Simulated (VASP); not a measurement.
# Ti3N3Cl in VASP: a series of runs

Runs on Ti3N3Cl. Level: PBE. Tasks: single point.

Program: VASP 6.6.1. These are calculated values, not measurements. Logs are shortened: lines on timing, memory, paths and dates and some standing lists are left out, and cuts for length are marked.

## Step 1: The cell of the first run

The cell holds a slab with vacuum, 7 atoms: a = 3.003 Å, b = 3.003 Å, c = 21.554 Å, α = 90.00°, β = 90.00°, γ = 120.00°.

## Step 2: Single point, PBE

Input file INCAR:

```
SYSTEM = Ti3N3Cl
PREC     = Accurate       ! precision mode
ENCUT    = 520            ! plane-wave cutoff, eV
EDIFF    = 1E-7           ! SCF threshold, eV
ISMEAR   = 0              ! smearing method
SIGMA    = 0.1            ! smearing width, eV
LREAL    = .False.        ! projectors in reciprocal space
LASPH    = .True.         ! aspherical terms in the spheres
NELM     = 80             ! most SCF steps
ALGO     = Normal         ! electronic algorithm
ISIF     = 2              ! what is computed and relaxed
LWAVE    = .False.        ! write WAVECAR
LCHARG   = .False.        ! write CHGCAR
LDIPOL   = .True.       
IDIPOL   = 3            
DIPOL    = 0.5 0.5 0.361
GGA      = PE             ! functional
NBANDS   = 38             ! bands
```

Input file KPOINTS:

```
regular mesh
0
Gamma
  9 9 1
  0 0 0
```

Input file POSCAR:

```
Ti3N3Cl
1.0
    3.0028555067      0.0000000000      0.0000000000
   -1.5014277534      2.6005491527      0.0000000000
    0.0000000000      0.0000000000     21.5541471985
N Ti Cl
3 3 1
Direct
    0.3333333333      0.6666666667      0.1855791353
    0.0000000000      0.0000000000      0.2993308524
    0.6666666667      0.3333333333      0.4147299355
    0.6666666667      0.3333333333      0.2424549939
    0.3333333333      0.6666666667      0.3575097829
    0.0000000000      0.0000000000      0.4664599859
    0.0000000000      0.3333333333      0.5595791550
```

Potentials or basis: VASP PAW PBE potentials, release 64 (N, Ti_sv, Cl).

Command:

```bash
$ cat potpaw_PBE.64/N/POTCAR potpaw_PBE.64/Ti_sv/POTCAR potpaw_PBE.64/Cl/POTCAR > POTCAR
$ mpirun -np 1 vasp_std > vasp.out
```

OUTCAR:

```text
SYSTEM = Ti3N3Cl
   PREC = Accurate
   ENCUT = 520
   EDIFF = 1E-7
   ISMEAR = 0
   LREAL = .False.
   LASPH = .True.
   NELM = 80
   ISIF = 2
   GGA = PE

 ion  position               nearest neighbor table
   1  0.333  0.667  0.186-   4 2.12   4 2.12   4 2.12
   2  0.000  0.000  0.299-   4 2.12   4 2.12   4 2.12   5 2.14   5 2.14   5 2.14
   3  0.667  0.333  0.415-   6 2.06   6 2.06   6 2.06   5 2.13   5 2.13   5 2.13
   4  0.667  0.333  0.242-   2 2.12   2 2.12   2 2.12   1 2.12   1 2.12   1 2.12
   5  0.333  0.667  0.358-   3 2.13   3 2.13   3 2.13   2 2.14   2 2.14   2 2.14   6 2.92   6 2.92
                             6 2.92
   6  0.000  0.000  0.466-   3 2.06   3 2.06   3 2.06   7 2.24   5 2.92   5 2.92   5 2.92
   7  0.000  0.333  0.560-   6 2.24

  LATTYP: Found a hexagonal cell.
 ALAT       =     3.0028555067
 C/A-ratio  =     7.1778835680

  Lattice vectors:

 A1 = (   3.0028555067,   0.0000000000,   0.0000000000)
 A2 = (  -1.5014277534,   2.6005491527,   0.0000000000)
 A3 = (   0.0000000000,   0.0000000000,  21.5541471985)

Analysis of symmetry for initial positions (statically):
=====================================================================
 Subroutine PRICEL returns:
 Original cell was already a primitive cell.

 Routine SETGRP: Setting up the symmetry group for a
 hexagonal supercell.

 Subroutine GETGRP returns: Found  1 space group operations
 (whereof  1 operations were pure point group operations)
 out of a pool of 24 trial point group operations.

The static configuration has the point symmetry C_1 .

Analysis of symmetry for dynamics (positions and initial velocities):
=====================================================================
 Subroutine PRICEL returns:
 Original cell was already a primitive cell.

 Routine SETGRP: Setting up the symmetry group for a
 hexagonal supercell.

 Subroutine GETGRP returns: Found  1 space group operations
 (whereof  1 operations were pure point group operations)
 out of a pool of 24 trial point group operations.

The dynamic configuration has the point symmetry C_1 .

 Subroutine INISYM returns: Found  1 space group operations
 (whereof  1 operations are pure point group operations),
 and found     1 'primitive' translations

----------------------------------------------------------------------------------------

                                     Primitive cell

  volume of cell :     168.3179

  direct lattice vectors                    reciprocal lattice vectors
     3.002855507  0.000000000  0.000000000     0.333016357  0.192267083  0.000000000
    -1.501427753  2.600549153  0.000000000     0.000000000  0.384534166  0.000000000
     0.000000000  0.000000000 21.554147199     0.000000000  0.000000000  0.046394784

  length of vectors
     3.002855507  3.002855507 21.554147199     0.384534166  0.384534166  0.046394784

  position of ions in fractional coordinates (direct lattice)
     0.333333333  0.666666667  0.185579135
     0.000000000  0.000000000  0.299330852
     0.666666667  0.333333333  0.414729935
     0.666666667  0.333333333  0.242454994
     0.333333333  0.666666667  0.357509783
     0.000000000  0.000000000  0.466459986
     0.000000000  0.333333333  0.559579155

  ion indices of the primitive-cell ions
   primitive index   ion index
                 1           1
                 2           2
                 3           3
                 4           4
                 5           5
                 6           6
                 7           7

----------------------------------------------------------------------------------------

 KPOINTS: regular mesh

Automatic generation of k-mesh.
 Grid dimensions read from file:
 generate k-points for:    9    9    1

 Generating k-lattice:

  Cartesian coordinates                     Fractional coordinates (reciprocal lattice)
     0.037001817  0.021363009  0.000000000     0.111111111  0.000000000  0.000000000
     0.000000000  0.042726018  0.000000000     0.000000000  0.111111111  0.000000000
     0.000000000  0.000000000  0.046394784     0.000000000  0.000000000  1.000000000

  Length of vectors
     0.042726018  0.042726018  0.046394784

  Shift w.r.t. Gamma in fractional coordinates (k-lattice)
     0.000000000  0.000000000  0.000000000

 Subroutine IBZKPT returns following result:
 ===========================================

 Found     41 irreducible k-points:

 Following reciprocal coordinates:
            Coordinates               Weight
  0.000000  0.000000  0.000000      1.000000
  0.111111 -0.000000  0.000000      2.000000
  0.000000  0.111111  0.000000      2.000000
 -0.111111  0.111111  0.000000      2.000000
  0.222222  0.000000  0.000000      2.000000
  0.000000  0.222222  0.000000      2.000000
[... 16 lines left out ...]
  0.333333  0.111111  0.000000      2.000000
 -0.111111  0.444444  0.000000      2.000000
 [... further k-points ...]
   k-points           NKPTS =     41   k-points in BZ     NKDIM =     41   number of bands    NBANDS=     38
   number of dos      NEDOS =    301   number of ions     NIONS =      7
   total plane-waves  NPLWV =  92160
   dimension x,y,z NGX =    24 NGY =   24 NGZ =  160
   dimension x,y,z NGXF=    48 NGYF=   48 NGZF=  320
   ions per type =               3   3   1
   NGX,Y,Z   is equivalent  to a cutoff of  13.29, 13.29, 12.34 a.u.
   NGXF,Y,Z  is equivalent  to a cutoff of  26.57, 26.57, 24.68 a.u.
 SYSTEM =  Ti3N3Cl
   PREC   = accura    normal or accurate (medium, high low for compatibility)
   ISTART =      0    job   : 0-new  1-cont  2-samecut
   ICHARG =      2    charge: 1-file 2-atom 10-const
   ISPIN  =      1    spin polarized calculation?
   LNONCOLLINEAR =      F non collinear calculations
   LSORBIT =      F    spin-orbit coupling
   LASPH  =      T    aspherical Exc in radial PAW
   ENCUT  =  520.0 eV  38.22 Ry    6.18 a.u.   5.58  5.58 40.08*2*pi/ulx,y,z
   NELM   =     80;   NELMIN=  2; NELMDL= -5     # of ELM steps
   EDIFF  = 0.1E-06   stopping-criterion for ELM
   LREAL  =      F    real-space projection
   EDIFFG = 0.1E-05   stopping-criterion for IOM
   NSW    =      0    number of steps for IOM
   IBRION =     -1    ionic relax: 0-MD 1-quasi-New 2-CG
   NFREE  =      0    steps in history (QN), initial steepest desc. (CG)
   ISIF   =      2    stress and relaxation
   ISYM   =      2    0-nonsym 1-usesym 2-fastsym
   POTIM  = 0.5000    time-step for ionic-motion
   TEBEG  =    0.0;   TEEND  =   0.0 temperature during run
   PSTRESS=    0.0 pullay stress
   NELECT =      58.0000    total number of electrons
   NUPDOWN=      -1.0000    fix difference up-down
   EMIN   =  10.00;   EMAX   =-10.00  energy-range for DOS
   EFERMI =   0.00;   METHOD = LEGACY
   ISMEAR =     0;   SIGMA  =   0.10  broadening in eV -4-tet -1-fermi 0-gaus
   EFERMI_NEDOS =   21; number of points for ismear=-14 and -15
   IALGO  =     38    algorithm
   IMIX   =      4    mixing-type and parameters
     AMIX     =   0.40;   BMIX     =  1.00
     AMIX_MAG =   1.60;   BMIX_MAG =  1.00
  volume/ion in A,a.u.               =      24.05       162.27
  Fermi-wavevector in a.u.,A,eV,Ry     =   1.147733  2.168900 17.922820  1.317290
  Thomas-Fermi vector in A             =   2.284411
   LORBIT       =      0    0 simple, 1 ext, 2 COOP (PROOUT), +10 PAW based schemes
   GGA     = PE    functional components
   LHFCALC =     F    Hartree Fock is set to
   AEXX    =    0.0000 exact exchange contribution
   IVDW    =     0    specifies the selected vdW correction
   LEPSILON=     F    determine dielectric tensor
   LRPA    =     F    only Hartree local field effects (RPA)
 non-spin polarized calculation
 Gauss-broadening in eV      SIGMA  =   0.10
  energy-cutoff  :      520.00
  volume of cell :      168.32
 maximum number of plane-waves:      4581
   NGX = 11   NGY = 11   NGZ = 81

 dipolmoment           0.000000      0.000000      0.536342 electrons x Angstroem

 number of electron      58.0000012 magnetization

 dipolmoment           0.000000      0.000000     -0.142427 electrons x Angstroem

 Free energy of the ion-electron system (eV)
  ---------------------------------------------------
  ext. energy  EPLUGINS =         0.00000000
  ---------------------------------------------------
  free energy    TOTEN  =       -58.30635266 eV

  energy without entropy =      -58.29621910  energy(sigma->0) =      -58.30128588

 E-fermi :   0.4981     XC(G=0):  -6.2305

 val. band max:        0.4739041250   @ k =   0.0000   0.1111   0.0000
 cond. band min:       0.4992885830   @ k =   0.2222   0.1111   0.0000
 fundamental gap:      0.0253844580
 Fermi energy:         0.4980568648

 k-point     1 :       0.0000    0.0000    0.0000
  band No.  band energies     occupation
      1     -57.1464      2.00000
      2     -57.0694      2.00000
      3     -56.0460      2.00000
      4     -33.7151      2.00000
      5     -33.3202      2.00000
      6     -33.1967      2.00000
[... 30 lines left out ...]
     37       2.7834      0.00000
     38       2.7907      0.00000

 k-point     2 :       0.1111   -0.0000    0.0000
  band No.  band energies     occupation
      1     -57.1375      2.00000
      2     -57.0638      2.00000
      3     -56.0389      2.00000
      4     -33.6975      2.00000
      5     -33.3348      2.00000
      6     -33.2293      2.00000
[... 30 lines left out ...]
     37       2.9830      0.00000
     38       3.0558      0.00000

 k-point     3 :       0.0000    0.1111    0.0000
  band No.  band energies     occupation
      1     -57.1375      2.00000
      2     -57.0637      2.00000
      3     -56.0389      2.00000
      4     -33.6973      2.00000
      5     -33.3328      2.00000
      6     -33.2411      2.00000
[... 30 lines left out ...]
     37       2.9610      0.00000
     38       3.0499      0.00000

 k-point     4 :      -0.1111    0.1111    0.0000
  band No.  band energies     occupation
      1     -57.1375      2.00000
      2     -57.0637      2.00000
      3     -56.0389      2.00000
      4     -33.6971      2.00000
      5     -33.3344      2.00000
      6     -33.2371      2.00000
[... 30 lines left out ...]
     37       3.0008      0.00000
     38       3.0463      0.00000
[... 703 lines left out ...]
      4     -33.6374      2.00000
      5     -33.4878      2.00000
      6     -33.3841      2.00000
[... 30 lines left out ...]
     37       3.4672      0.00000
     38       3.6607      0.00000

 k-point    23 :       0.3333    0.1111    0.0000
  band No.  band energies     occupation
      1     -57.0736      2.00000
      2     -57.0279      2.00000
      3     -55.9900      2.00000
      4     -33.6742      2.00000
      5     -33.5544      2.00000
      6     -33.4375      2.00000
[... 30 lines left out ...]
     37       3.5741      0.00000
     38       3.7970      0.00000

 k-point    24 :      -0.1111    0.4444    0.0000
  band No.  band energies     occupation
      1     -57.0735      2.00000
      2     -57.0275      2.00000
      3     -55.9900      2.00000
      4     -33.6653      2.00000
      5     -33.5954      2.00000
      6     -33.4227      2.00000
[... 30 lines left out ...]
     37       3.6618      0.00000
     38       3.7985      0.00000

 [... further k-points ...]

------------------------ aborting loop because EDIFF is reached ----------------------------------------

 vacuum level on the upper side and lower side of the slab       (xc-potential included)        -1.759         1.514

  FORCE on cell =-STRESS in cart. coord.  units (eV):
  Direction    XX          YY          ZZ          XY          YZ          ZX
  --------------------------------------------------------------------------------------
  -------------------------------------------------------------------------------------
  Total        2.5547641      2.8438653     -3.5538970      0.2005430      1.8603098     -0.9231031
  in kB       24.3181784     27.0700629    -33.8286818      1.9089198     17.7078364     -8.7867944
  external PRESSURE =       5.8531865 kB  Pullay stress =       0.0000000 kB

 VOLUME and BASIS-vectors are now :
 -----------------------------------------------------------------------------
  energy-cutoff  :      520.00
  volume of cell :      168.32
      direct lattice vectors                 reciprocal lattice vectors
     3.002855507  0.000000000  0.000000000     0.333016357  0.192267083  0.000000000
    -1.501427753  2.600549153  0.000000000     0.000000000  0.384534166  0.000000000
     0.000000000  0.000000000 21.554147199     0.000000000  0.000000000  0.046394784

 POSITION                                       TOTAL-FORCE (eV/Angst)
 -----------------------------------------------------------------------------------
     -0.00000      1.73370      4.00000         0.005365      0.014482      4.233117
      0.00000      0.00000      6.45182        -0.013233      0.015281      1.306112
      1.50143      0.86685      8.93915        -0.040377     -0.216398      0.032060
      1.50143      0.86685      5.22591         0.006132     -0.006433     -5.497482
     -0.00000      1.73370      7.70582         0.049954     -0.082131     -0.139694
      0.00000      0.00000     10.05415         0.408894     -0.490979      0.066076
     -0.50048      0.86685     12.06125        -0.416734      0.766178     -0.000190
 -----------------------------------------------------------------------------------
    total drift:                                0.000023      0.000004     -0.000258

  FREE ENERGIE OF THE ION-ELECTRON SYSTEM (eV)
  ---------------------------------------------------
  free  energy   TOTEN  =       -58.3063526625 eV

  energy  without entropy=      -58.2962190992  energy(sigma->0) =      -58.30128588

 vacuum level on the upper side and lower side of the slab         5.336         8.733
```

Run time: 11 min. Hardware: 1 thread of Oxide Virtual Turin-like, shared host; peak memory 0.4 GiB.

Results:

| Property | Result |
| --- | --- |
| Free energy | -58.3064 eV |
| Largest force | 5.497 eV/Å |
| Band gap on the k mesh | zero (band 29 reaches 0.66 eV, above the bottom of band 30 at 0.50 eV) |

Forces in eV/Å, atoms in the order of the input:
```
N    0.005  0.014  4.233
N   -0.013  0.015  1.306
N   -0.040 -0.216  0.032
Ti   0.006 -0.006 -5.497
Ti   0.050 -0.082 -0.140
Ti   0.409 -0.491  0.066
Cl  -0.417  0.766  0.000
```

Levels at points of the mesh, in eV from the Fermi level:
```tsv
k point	band 26	band 27	band 28	band 29	band 30	band 31	band 32	band 33
(0.00, 0.00, 0.00)	-1.00	-0.35	-0.33	0.16	0.21	0.46	1.21	1.28
```

## Step 3: Single point, PBE

Input file INCAR:

```
SYSTEM = Ti3N3Cl
  PREC = Accurate
  ENCUT = 520
  EDIFF = 1E-6
  ISMEAR = 0
  SIGMA = 0.1
  LREAL = .False.
  LASPH = .True.
  NELM = 80
  ALGO = Normal
  ISIF = 2
  LWAVE = .False.
  LCHARG = .False.
  LDIPOL = .True.
  IDIPOL = 3
  DIPOL = 0.5 0.5 0.362
  GGA = PE
  NBANDS = 38
```

Input file KPOINTS:

```
Automatic mesh
0
Gamma
  9 9 1
  0 0 0
```

POSCAR, as its differences from that of step 2:

```diff
@@ -14,2 +14,2 @@
     0.0000000000      0.0000000000      0.4664599859
-    0.0000000000      0.3333333333      0.5595791550
+    0.0000000000      0.1666666667      0.5657703237
```

Potentials or basis: VASP PAW PBE potentials, release 64 (N, Ti_sv, Cl).

Command:

```bash
$ cat potpaw_PBE.64/N/POTCAR potpaw_PBE.64/Ti_sv/POTCAR potpaw_PBE.64/Cl/POTCAR > POTCAR
$ mpirun -np 1 vasp_std > vasp.out
```

OUTCAR:

```text
SYSTEM = Ti3N3Cl
   PREC = Accurate
   ENCUT = 520
   EDIFF = 1E-6
   ISMEAR = 0
   LREAL = .False.
   LASPH = .True.
   NELM = 80
   ISIF = 2
   GGA = PE

 ion  position               nearest neighbor table
   1  0.333  0.667  0.186-   4 2.12   4 2.12   4 2.12
   2  0.000  0.000  0.299-   4 2.12   4 2.12   4 2.12   5 2.14   5 2.14   5 2.14
   3  0.667  0.333  0.415-   6 2.06   6 2.06   6 2.06   5 2.13   5 2.13   5 2.13
   4  0.667  0.333  0.242-   2 2.12   2 2.12   2 2.12   1 2.12   1 2.12   1 2.12
   5  0.333  0.667  0.358-   3 2.13   3 2.13   3 2.13   2 2.14   2 2.14   2 2.14   6 2.92   6 2.92
                             6 2.92
   6  0.000  0.000  0.466-   3 2.06   3 2.06   3 2.06   7 2.20   5 2.92   5 2.92   5 2.92
   7  0.000  0.167  0.566-   6 2.20

  LATTYP: Found a hexagonal cell.
 ALAT       =     3.0028555067
 C/A-ratio  =     7.1778835680

  Lattice vectors:

 A1 = (   3.0028555067,   0.0000000000,   0.0000000000)
 A2 = (  -1.5014277534,   2.6005491527,   0.0000000000)
 A3 = (   0.0000000000,   0.0000000000,  21.5541471985)

Analysis of symmetry for initial positions (statically):
[... 200 lines left out ...]
      5     -33.3757      2.00000
      6     -33.3097      2.00000
[... 973 lines left out ...]
     37       3.5327      0.00000
     38       3.6925      0.00000

 [... further k-points ...]

------------------------ aborting loop because EDIFF is reached ----------------------------------------

 vacuum level on the upper side and lower side of the slab       (xc-potential included)        -1.721         1.144

  FORCE on cell =-STRESS in cart. coord.  units (eV):
  Direction    XX          YY          ZZ          XY          YZ          ZX
  --------------------------------------------------------------------------------------
  -------------------------------------------------------------------------------------
  Total        2.8657473      3.3600935     -3.4882703      0.2020822      0.7857721     -0.3647748
  in kB       27.2783520     31.9839130    -33.2039969      1.9235714      7.4795738     -3.4722027
  external PRESSURE =       8.6860894 kB  Pullay stress =       0.0000000 kB

 VOLUME and BASIS-vectors are now :
 -----------------------------------------------------------------------------
  energy-cutoff  :      520.00
  volume of cell :      168.32
      direct lattice vectors                 reciprocal lattice vectors
     3.002855507  0.000000000  0.000000000     0.333016357  0.192267083  0.000000000
    -1.501427753  2.600549153  0.000000000     0.000000000  0.384534166  0.000000000
     0.000000000  0.000000000 21.554147199     0.000000000  0.000000000  0.046394784

 POSITION                                       TOTAL-FORCE (eV/Angst)
 -----------------------------------------------------------------------------------
     -0.00000      1.73370      4.00000        -0.000551      0.003936      4.222651
      0.00000      0.00000      6.45182         0.016621     -0.021475      1.294848
      1.50143      0.86685      8.93915         0.111686     -0.218633      0.031160
      1.50143      0.86685      5.22591        -0.001662      0.007820     -5.477913
     -0.00000      1.73370      7.70582        -0.040226      0.042453     -0.169994
      0.00000      0.00000     10.05415         0.047914     -0.106722      0.103282
     -0.25024      0.43342     12.19470        -0.133782      0.292621     -0.004034
 -----------------------------------------------------------------------------------
    total drift:                               -0.000006      0.000032     -0.000597

  FREE ENERGIE OF THE ION-ELECTRON SYSTEM (eV)
  ---------------------------------------------------
  free  energy   TOTEN  =       -58.0098462009 eV

  energy  without entropy=      -57.9936354032  energy(sigma->0) =      -58.00174080

 vacuum level on the upper side and lower side of the slab         5.441         8.391
```

Run time: 11 min. Hardware: 1 thread of Oxide Virtual Turin-like, shared host; peak memory 0.38 GiB.

What came out:

* Free energy: -58.0098 eV
* Largest force: 5.478 eV/Å
* Band gap on the k mesh: zero (band 29 reaches 0.56 eV, above the bottom of band 30 at 0.35 eV)

Forces on the atoms (eV/Å):
```
N   -0.001  0.004  4.223
N    0.017 -0.021  1.295
N    0.112 -0.219  0.031
Ti  -0.002  0.008 -5.478
Ti  -0.040  0.042 -0.170
Ti   0.048 -0.107  0.103
Cl  -0.134  0.293 -0.004
```
